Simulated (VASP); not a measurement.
# Mg2ZnO3 in VASP: single point with PBEsol

Aim: the single point of Mg2ZnO3 with PBEsol.

Everything below comes from runs of VASP 6.6.1. Logs are shortened: lines on timing, memory, paths and dates and some standing lists are left out, and cuts for length are marked.

## (1) The cell of the first run

The typed cell holds 6 atoms: a = 4.229 Å, b = 5.183 Å, c = 5.179 Å, α = 120.02°, β = 114.10°, γ = 35.32°.

## (2) Single point, PBEsol

Input file INCAR:

```
SYSTEM = Mg2ZnO3
  ALGO = Normal
  EDIFF = 1E-7
  ENCUT = 520
  GGA = PS
  ISIF = 2
  ISMEAR = -1
  LASPH = .True.
  LCHARG = .True.
  LELF = .True.
  LREAL = .False.
  LVHAR = .True.
  LWAVE = .False.
  NBANDS = 26
  NELM = 60
  PREC = Accurate
  SIGMA = 0.05
```

Input file KPOINTS:

```
k-points
0
Gamma
  6 6 4
  0 0 0
```

Input file POSCAR:

```
Mg2ZnO3
1.0
    4.0483195879     -0.6210233193      1.0532364019
    4.5333499956      2.3334544810      0.9309340547
   -3.3408543297     -0.8103179352      3.8733319141
Mg Zn O
2 1 3
Direct
    0.4332515371      0.6505196519      0.8154708691
    0.4332494644      0.3195398829      0.1535062321
    0.4332537880     -0.0149738479      0.4844884217
    0.9332519400      0.9850306677      0.4844892719
    0.9332340702      0.6553238803      0.8250406973
   -0.0667307693      0.3147379736      0.1439376745
```

Potentials or basis: VASP PAW PBE potentials, release 64 (Mg, Zn, O).

Run with:

```
cat potpaw_PBE.64/Mg/POTCAR potpaw_PBE.64/Zn/POTCAR potpaw_PBE.64/O/POTCAR > POTCAR
mpirun -np 1 vasp_std > vasp.out
```

OUTCAR:

```text
SYSTEM = Mg2ZnO3
   EDIFF = 1E-7
   ENCUT = 520
   GGA = PS
   ISIF = 2
   ISMEAR = -1
   LASPH = .True.
   LREAL = .False.
   NELM = 60
   PREC = Accurate

 ion  position               nearest neighbor table
   1  0.433  0.651  0.815-   6 2.10   6 2.10   4 2.11   4 2.11   5 2.11   5 2.11   2 2.97   3 2.99
                             3 2.99   3 2.99   3 2.99   3 3.00   2 3.00   2 3.00   2 3.00   2 3.00
   2  0.433  0.320  0.154-   5 2.10   5 2.10   4 2.11   4 2.11   6 2.11   6 2.11   1 2.97   3 2.99
                             3 2.99   3 2.99   3 2.99   3 3.00   1 3.00   1 3.00   1 3.00   1 3.00
   3  0.433  0.985  0.484-   4 2.11   4 2.11   5 2.14   6 2.14   6 2.14   5 2.14   1 2.99   2 2.99
                             1 2.99   2 2.99   2 2.99   1 2.99   2 2.99   1 2.99   1 3.00   2 3.00
   4  0.933  0.985  0.484-   1 2.11   2 2.11   1 2.11   2 2.11   3 2.11   3 2.11
   5  0.933  0.655  0.825-   2 2.10   2 2.10   1 2.11   1 2.11   3 2.14   3 2.14
   6  0.933  0.315  0.144-   1 2.10   1 2.10   2 2.11   2 2.11   3 2.14   3 2.14

  LATTYP: Found a base centered monoclinic cell.
 ALAT       =     9.4550525109
 B/A-ratio  =     0.4472669286
 C/A-ratio  =     0.3169229595
 COS(beta)  =    -0.3168277715

  Lattice vectors:

 A1 = (  -0.7074652582,   1.4313412545,  -4.9265683160)
 A2 = (   3.3408543297,   0.8103179352,  -3.8733319141)
 A3 = (  -0.4850304077,  -2.9544778003,   0.1223023472)

Analysis of symmetry for initial positions (statically):
=====================================================================
 Subroutine PRICEL returns:
 Original cell was already a primitive cell.

 Routine SETGRP: Setting up the symmetry group for a
 base centered monoclinic supercell.

 Subroutine GETGRP returns: Found  4 space group operations
 (whereof  1 operations were pure point group operations)
 out of a pool of  4 trial point group operations.

The static configuration has the point symmetry C_1 .
 The point group associated with its full space group is C_2h.

Analysis of symmetry for dynamics (positions and initial velocities):
=====================================================================
 Subroutine PRICEL returns:
 Original cell was already a primitive cell.

 Routine SETGRP: Setting up the symmetry group for a
 base centered monoclinic supercell.

 Subroutine GETGRP returns: Found  4 space group operations
 (whereof  1 operations were pure point group operations)
 out of a pool of  4 trial point group operations.

The dynamic configuration has the point symmetry C_1 .
 The point group associated with its full space group is C_2h.

 Subroutine INISYM returns: Found  4 space group operations
 (whereof  1 operations are pure point group operations),
 and found     1 'primitive' translations

----------------------------------------------------------------------------------------

                                     Primitive cell

  volume of cell :      56.8214

  direct lattice vectors                    reciprocal lattice vectors
     4.048319588 -0.621023319  1.053236402     0.172339937 -0.363758808  0.072547962
     4.533349996  2.333454481  0.930934055     0.027313180  0.337886699  0.094245734
    -3.340854330 -0.810317935  3.873331914    -0.053427248  0.017704081  0.215796968

  length of vectors
     4.228932296  5.182944164  5.178863092     0.409004562  0.351846116  0.223016225

  position of ions in fractional coordinates (direct lattice)
     0.433251537  0.650519652  0.815470869
     0.433249464  0.319539883  0.153506232
     0.433253788  0.985026152  0.484488422
     0.933251940  0.985030668  0.484489272
     0.933234070  0.655323880  0.825040697
     0.933269231  0.314737974  0.143937675

  ion indices of the primitive-cell ions
   primitive index   ion index
                 1           1
                 2           2
                 3           3
                 4           4
                 5           5
                 6           6

----------------------------------------------------------------------------------------

 KPOINTS: k-points

[... 19 lines left out ...]
|           W    W    AA    RRRRR   N    N  II  N    N   GGGG   !!!           |
|           W    W   A  A   R    R  NN   N  II  NN   N  G    G  !!!           |
|           W    W  A    A  R    R  N N  N  II  N N  N  G       !!!           |
|           W WW W  AAAAAA  RRRRR   N  N N  II  N  N N  G  GGG   !            |
|           WW  WW  A    A  R   R   N   NN  II  N   NN  G    G                |
|           W    W  A    A  R    R  N    N  II  N    N   GGGG   !!!           |
|                                                                             |
|     Your reciprocal lattice and k-lattice belong to different lattice       |
|     classes:                                                                |
|                                                                             |
|        The reciprocal lattice is base-centered monoclinic,                  |
|        whereas your k-lattice is triclinic.                                 |
|                                                                             |
|     Results are often still useful ...                                      |
|                                                                             |
 -----------------------------------------------------------------------------

 WARNING: IBZKPT: internal override: KBLOWUP is changed to .FALSE.
      ... skipping the blow-up phase ...

 Subroutine IBZKPT returns following result:
 ===========================================

 Found     70 irreducible k-points:

 Following reciprocal coordinates:
            Coordinates               Weight
  0.000000  0.000000  0.000000      1.000000
  0.166667 -0.000000  0.000000      2.000000
  0.333333  0.000000  0.000000      2.000000
  0.500000  0.000000  0.000000      2.000000
 -0.000000  0.166667  0.000000      2.000000
  0.166667  0.166667  0.000000      2.000000
[... 16 lines left out ...]
  0.333333  0.000000  0.250000      2.000000
  0.500000  0.000000  0.250000      2.000000
 [... further k-points ...]
   k-points           NKPTS =     70   k-points in BZ     NKDIM =     70   number of bands    NBANDS=     26
   number of dos      NEDOS =    301   number of ions     NIONS =      6
   total plane-waves  NPLWV =  51200
   dimension x,y,z NGX =    32 NGY =   40 NGZ =   40
   dimension x,y,z NGXF=    64 NGYF=   80 NGZF=   80
   ions per type =               2   1   3
   NGX,Y,Z   is equivalent  to a cutoff of  12.58, 12.83, 12.84 a.u.
   NGXF,Y,Z  is equivalent  to a cutoff of  25.16, 25.66, 25.68 a.u.
 SYSTEM =  Mg2ZnO3
   PREC   = accura    normal or accurate (medium, high low for compatibility)
   ISTART =      0    job   : 0-new  1-cont  2-samecut
   ICHARG =      2    charge: 1-file 2-atom 10-const
   ISPIN  =      1    spin polarized calculation?
   LNONCOLLINEAR =      F non collinear calculations
   LSORBIT =      F    spin-orbit coupling
   LASPH  =      T    aspherical Exc in radial PAW
   ENCUT  =  520.0 eV  38.22 Ry    6.18 a.u.   7.86  9.64  9.63*2*pi/ulx,y,z
   NELM   =     60;   NELMIN=  2; NELMDL= -5     # of ELM steps
   EDIFF  = 0.1E-06   stopping-criterion for ELM
   LREAL  =      F    real-space projection
   EDIFFG = 0.1E-05   stopping-criterion for IOM
   NSW    =      0    number of steps for IOM
   IBRION =     -1    ionic relax: 0-MD 1-quasi-New 2-CG
   NFREE  =      0    steps in history (QN), initial steepest desc. (CG)
   ISIF   =      2    stress and relaxation
   ISYM   =      2    0-nonsym 1-usesym 2-fastsym
   POTIM  = 0.5000    time-step for ionic-motion
   TEBEG  =    0.0;   TEEND  =   0.0 temperature during run
   PSTRESS=    0.0 pullay stress
   NELECT =      34.0000    total number of electrons
   NUPDOWN=      -1.0000    fix difference up-down
   EMIN   =  10.00;   EMAX   =-10.00  energy-range for DOS
   EFERMI =   0.00;   METHOD = LEGACY
   ISMEAR =    -1;   SIGMA  =   0.05  broadening in eV -4-tet -1-fermi 0-gaus
   EFERMI_NEDOS =   21; number of points for ismear=-14 and -15
   IALGO  =     38    algorithm
   IMIX   =      4    mixing-type and parameters
     AMIX     =   0.40;   BMIX     =  1.00
     AMIX_MAG =   1.60;   BMIX_MAG =  1.00
  volume/ion in A,a.u.               =       9.47        63.91
  Fermi-wavevector in a.u.,A,eV,Ry     =   1.379528  2.606930 25.893211  1.903097
  Thomas-Fermi vector in A             =   2.504489
   LORBIT       =      0    0 simple, 1 ext, 2 COOP (PROOUT), +10 PAW based schemes
   GGA     = PS    functional components
   LHFCALC =     F    Hartree Fock is set to
   AEXX    =    0.0000 exact exchange contribution
   IVDW    =     0    specifies the selected vdW correction
   LEPSILON=     F    determine dielectric tensor
   LRPA    =     F    only Hartree local field effects (RPA)
 non-spin polarized calculation
  energy-cutoff  :      520.00
  volume of cell :       56.82
 maximum number of plane-waves:      1554
   NGX = 15   NGY = 19   NGZ = 19

 number of electron      34.0000000 magnetization

 Free energy of the ion-electron system (eV)
  ---------------------------------------------------
  ext. energy  EPLUGINS =         0.00000000
  ---------------------------------------------------
  free energy    TOTEN  =       -34.55311840 eV

  energy without entropy =      -34.55311840  energy(sigma->0) =      -34.55311840

 E-fermi :   4.3229     XC(G=0): -11.7427

 val. band max:        3.1948787723   @ k =   0.5000   0.3333   0.0000
 cond. band min:       6.0038251854   @ k =   0.0000   0.0000   0.0000
 fundamental gap:      2.8089464130
 Fermi energy:         4.3228983766

 k-point     1 :       0.0000    0.0000    0.0000
  band No.  band energies     occupation
      1     -14.7592      2.00000
      2     -13.2566      2.00000
      3     -13.1186      2.00000
      4      -2.3544      2.00000
      5      -1.8018      2.00000
      6      -1.6693      2.00000
[... 685 lines left out ...]
     25      16.3825      0.00000
     26      16.4815      0.00000

 [... further k-points ...]
[... 5 lines left out ...]
  --------------------------------------------------------------------------------------
  -------------------------------------------------------------------------------------
  Total        0.0218852      0.0139427      0.0139735     -0.0004901     -0.0031073      0.0017174
  in kB        0.6170917      0.3931377      0.3940080     -0.0138194     -0.0876159      0.0484242
  external PRESSURE =       0.4680792 kB  Pullay stress =       0.0000000 kB

 VOLUME and BASIS-vectors are now :
 -----------------------------------------------------------------------------
  energy-cutoff  :      520.00
  volume of cell :       56.82
      direct lattice vectors                 reciprocal lattice vectors
     4.048319588 -0.621023319  1.053236402     0.172339937 -0.363758808  0.072547962
     4.533349996  2.333454481  0.930934055     0.027313180  0.337886699  0.094245734
    -3.340854330 -0.810317935  3.873331914    -0.053427248  0.017704081  0.215796968

 POSITION                                       TOTAL-FORCE (eV/Angst)
 -----------------------------------------------------------------------------------
      1.97860      0.58811      4.22050        -0.000125      0.000049      0.000509
      2.68968      0.35218      1.34837         0.000125     -0.000049     -0.000509
      4.60081      1.63686      3.24990         0.000000      0.000000     -0.000000
      6.62498      1.32636      3.77652         0.000000     -0.000000      0.000000
      3.99250      0.28106      4.78864        -0.014363      0.004592      0.057914
      4.72411      0.03821      1.83347         0.014363     -0.004592     -0.057914
 -----------------------------------------------------------------------------------
    total drift:                               -0.035761     -0.039495     -0.018643

  FREE ENERGIE OF THE ION-ELECTRON SYSTEM (eV)
  ---------------------------------------------------
  free  energy   TOTEN  =       -34.5531184006 eV

  energy  without entropy=      -34.5531184006  energy(sigma->0) =      -34.55311840
```

It took 62 s on 1 thread of Intel Xeon 6975P-C (Granite Rapids), shared host; peak memory 0.28 GiB.

What came out:

```
Free energy            : -34.5531 eV
Pressure               : 0.0 GPa
Largest force          : 0.060 eV/Å
Band gap on the k mesh : 2.81 eV, indirect (least direct gap 3.53 eV)
```

Forces in eV/Å, atoms in the order of the input:
```
Mg   0.000  0.000  0.001
Mg   0.000  0.000 -0.001
Zn   0.000  0.000  0.000
O    0.000  0.000  0.000
O   -0.014  0.005  0.058
O    0.014 -0.005 -0.058
```

Caveat: the k points lie up to 0.43 Å⁻¹ apart; the PAW data sets were made with another functional, which shifts forces and pressure a little.
